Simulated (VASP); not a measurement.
# TaN in VASP: further runs, part 2 of 2

VASP 6.6.1.

### 3 Single point, PBE

File INCAR:

```
SYSTEM = TaN
PREC = Accurate ; ENCUT = 520
EDIFF = 1E-6 ; ISMEAR = 0
SIGMA = 0.05 ; LREAL = .FALSE.
LASPH = .TRUE. ; NELM = 80
ALGO = Normal ; ISIF = 2
LWAVE = .FALSE. ; LCHARG = .FALSE.
GGA = PE ; NBANDS = 33
```

File KPOINTS:

```
Automatic mesh
0
G
  6 6 8
  0 0 0
```

File POSCAR:

```
TaN
1.0
    5.1960000000      0.0000000000      0.0000000000
   -2.5980000000      4.4998679981      0.0000000000
    0.0000000000      0.0000000000      2.9110000000
Ta N
3 3
Direct
    0.3333333333      0.6666666667      0.5000000000
    0.6666666667      0.3333333333      0.5343524562
    0.0000000000      0.0000000000      0.0000000000
    0.3928500000      0.0000000000      0.0000000000
    0.6071500000      0.6071500000      0.0000000000
    0.0000000000      0.3928500000      0.0000000000
```

Potentials or basis: VASP PAW PBE potentials, release 64 (Ta_pv, N).

Started as:

```console
$ cat potpaw_PBE.64/Ta_pv/POTCAR potpaw_PBE.64/N/POTCAR > POTCAR
$ mpirun -np 1 vasp_std > vasp.out
```

OUTCAR:

```text
SYSTEM = TaN
   PREC = Accurate
   ENCUT = 520
   EDIFF = 1E-6
   ISMEAR = 0
   LREAL = .FALSE.
   LASPH = .TRUE.
   NELM = 80
   ISIF = 2
   GGA = PE

 ion  position               nearest neighbor table
   1  0.333  0.667  0.500-   4 2.16   4 2.16   6 2.16   6 2.16   5 2.16   5 2.16   2 3.00   2 3.00
                             2 3.00   3 3.33   3 3.33   3 3.33   3 3.33   3 3.33   3 3.33
   2  0.667  0.333  0.534-   6 2.10   4 2.10   5 2.10   6 2.23   4 2.23   5 2.23   1 3.00   1 3.00
                             1 3.00   3 3.29   3 3.29   3 3.29   3 3.38   3 3.38   3 3.38
   3  0.000  0.000  0.000-   4 2.04   5 2.04   6 2.04   2 3.29   2 3.29   2 3.29   1 3.33   1 3.33
                             1 3.33   1 3.33   1 3.33   1 3.33   2 3.38   2 3.38   2 3.38
   4  0.393  0.000  0.000-   3 2.04   2 2.10   1 2.16   1 2.16   2 2.23
   5  0.607  0.607  0.000-   3 2.04   2 2.10   1 2.16   1 2.16   2 2.23
   6  0.000  0.393  0.000-   3 2.04   2 2.10   1 2.16   1 2.16   2 2.23

  LATTYP: Found a hexagonal cell.
 ALAT       =     5.1960000000
 C/A-ratio  =     0.5602386451

  Lattice vectors:

 A1 = (   5.1960000000,   0.0000000000,   0.0000000000)
 A2 = (  -2.5980000000,   4.4998679981,   0.0000000000)
 A3 = (   0.0000000000,   0.0000000000,   2.9110000000)

Analysis of symmetry for initial positions (statically):
[... 188 lines left out ...]

 k-point     1 :       0.0000    0.0000    0.0000
  band No.  band energies     occupation
      1     -27.9005      2.00000
      2     -27.9005      2.00000
      3     -27.5477      2.00000
      4     -27.5477      2.00000
      5     -27.3798      2.00000
      6     -27.2738      2.00000
[... 853 lines left out ...]
     32      11.8529      0.00000
     33      12.6217      0.00000

 [... further k-points ...]

------------------------ aborting loop because EDIFF is reached ----------------------------------------

  FORCE on cell =-STRESS in cart. coord.  units (eV):
  Direction    XX          YY          ZZ          XY          YZ          ZX
  --------------------------------------------------------------------------------------
  -------------------------------------------------------------------------------------
  Total        3.0442530      3.0442530      2.2908111     -0.0000000      0.0000000      0.0000000
  in kB       71.6605610     71.6605610     53.9248244     -0.0000009      0.0000000      0.0000000
  external PRESSURE =      65.7486488 kB  Pullay stress =       0.0000000 kB

 VOLUME and BASIS-vectors are now :
 -----------------------------------------------------------------------------
  energy-cutoff  :      520.00
  volume of cell :       68.06
      direct lattice vectors                 reciprocal lattice vectors
     5.196000000  0.000000000  0.000000000     0.192455735  0.111114371  0.000000000
    -2.598000000  4.499867998  0.000000000     0.000000000  0.222228741  0.000000000
     0.000000000  0.000000000  2.911000000     0.000000000  0.000000000  0.343524562

 POSITION                                       TOTAL-FORCE (eV/Angst)
 -----------------------------------------------------------------------------------
     -0.00000      2.99991      1.45550        -0.000000     -0.000000      0.142084
      2.59800      1.49996      1.55550         0.000000     -0.000000     -2.178072
      0.00000      0.00000      0.00000         0.000000      0.000000      0.096566
      2.04125      0.00000      0.00000         0.012898     -0.097612      0.646474
      1.57738      2.73209      0.00000        -0.090983      0.037636      0.646474
     -1.02062      1.76777      0.00000         0.078085      0.059976      0.646474
 -----------------------------------------------------------------------------------
    total drift:                               -0.000002     -0.000003      0.000041

  FREE ENERGIE OF THE ION-ELECTRON SYSTEM (eV)
  ---------------------------------------------------
  free  energy   TOTEN  =       -67.3718459273 eV

  energy  without entropy=      -67.3717452828  energy(sigma->0) =      -67.37179561
```

stdout:

```text
POSCAR found type information on POSCAR TaN
 POSCAR found :  2 types and       6 ions
 scaLAPACK will be used
 LDA part: xc-table for (Slater+PW92), standard interpolation
 POSCAR, INCAR and KPOINTS ok, starting setup
 FFT: planning ... GRIDC
 FFT: planning ... GRID_SOFT
 FFT: planning ... GRID
 WAVECAR not read
 entering main loop
```

Wall time 1.9 min (1 thread of Intel Xeon Platinum 8375C at 2.90GHz (Ice Lake), shared host); peak memory 0.25 GiB.

What came out:

```
Free energy            : -67.3718 eV
Pressure               : 6.6 GPa
Largest force          : 2.178 eV/Å
Band gap on the k mesh : zero (band 24 reaches 10.19 eV, above the bottom of band 25 at 7.18 eV)
```

Forces on the atoms (eV/Å):
```
Ta   0.000  0.000  0.142
Ta   0.000  0.000 -2.178
Ta   0.000  0.000  0.097
N    0.013 -0.098  0.646
N   -0.091  0.038  0.646
N    0.078  0.060  0.646
```

Stress tensor (GPa, compression positive):
```
7.17 0.00 0.00
0.00 7.17 0.00
0.00 0.00 5.39
```

Levels at points of the mesh, in eV from the Fermi level:
```csv
k point,band 21,band 22,band 23,band 24,band 25,band 26,band 27,band 28
"(0.00, 0.00, 0.00)",-4.42,-3.58,-1.98,-1.09,-1.09,0.42,0.42,1.69
"(0.50, 0.00, 0.00)",-4.06,-4.00,-2.97,-2.75,1.00,1.55,1.80,2.27
"(0.00, 0.00, 0.50)",-4.50,-3.00,-3.00,1.70,1.70,1.86,2.08,2.08
"(0.50, 0.00, 0.50)",-4.20,-3.38,-2.08,-1.09,0.38,1.22,3.00,3.22
```

Caveat: spin-orbit coupling is left out, which moves the levels of the heavy elements; forces of over 1 eV/Å act on the atoms, so gaps and moduli don't describe the material at rest.

### 4 Single point, PBE

This run uses another cell than the first one, of 12.71 Å³/atom, 1.120 times its volume.

File INCAR:

```
ALGO     = Normal         # electronic algorithm
EDIFF    = 1E-7           # SCF threshold, eV
ENCUT    = 520            # plane-wave cutoff, eV
GGA      = PE             # functional
ISIF     = 2              # what is computed and relaxed
ISMEAR   = 0              # smearing method
LASPH    = T              # aspherical terms in the spheres
LCHARG   = F              # write CHGCAR
LREAL    = F              # projectors in reciprocal space
LWAVE    = F              # write WAVECAR
NBANDS   = 33             # bands
NELM     = 60             # most SCF steps
PREC     = Accurate       # precision mode
SIGMA    = 0.05           # smearing width, eV
```

File KPOINTS:

```
k-points
0
Gamma
  6 6 8
```

File POSCAR:

```
TaN
1.0
    5.3960398706      0.0000000000      0.0000000000
   -2.6980199353      4.6731076078      0.0000000000
    0.0000000000      0.0000000000      3.0230700661
Ta N
3 3
Direct
    0.3333333333      0.6666666667      0.5000000000
    0.6666666667      0.3333333333      0.5000000000
    0.0000000000      0.0000000000      0.0000000000
    0.3928500000      0.0000000000      0.0000000000
    0.6071500000      0.6071500000      0.0000000000
    0.0000000000      0.3928500000      0.0000000000
```

Started as:

```console
$ cat potpaw_PBE.64/Ta_pv/POTCAR potpaw_PBE.64/N/POTCAR > POTCAR
$ mpirun -np 1 vasp_std > vasp.out
```

Run time: 78 s. Hardware: 1 thread of Intel Xeon Platinum 8375C at 2.90GHz (Ice Lake), shared host; peak memory 0.22 GiB.

Results (log left out):

```yaml
Free_energy: -66.9274 eV
Pressure: -24.5 GPa
Largest_force: 0.400 eV/Å
Band_gap_on_the_k_mesh: zero (band 24 reaches 8.77 eV, above the bottom of band 25 at 6.03 eV)
```

Forces in eV/Å, atoms in the order of the input:
```
Ta   0.000  0.000  0.000
Ta   0.000  0.000  0.000
Ta   0.000  0.000  0.000
N   -0.400  0.000  0.000
N    0.200  0.346  0.000
N    0.200 -0.346  0.000
```

Stress tensor (GPa, compression positive):
```
-23.49   0.00   0.00
  0.00 -23.49   0.00
  0.00   0.00 -26.39
```

Levels at points of the mesh, in eV from the Fermi level:
```csv
k point,band 21,band 22,band 23,band 24,band 25,band 26,band 27,band 28
"(0.00, 0.00, 0.00)",-3.96,-3.21,-1.86,-0.88,-0.88,0.44,0.44,1.45
"(0.50, 0.00, 0.00)",-3.64,-3.57,-2.66,-2.39,0.86,1.43,1.55,1.97
"(0.00, 0.00, 0.50)",-4.16,-2.62,-2.62,1.52,1.52,1.61,1.74,1.74
"(0.50, 0.00, 0.50)",-3.76,-2.93,-1.89,-0.87,0.35,1.04,2.61,2.75
```

Caveat: spin-orbit coupling is left out, which moves the levels of the heavy elements.
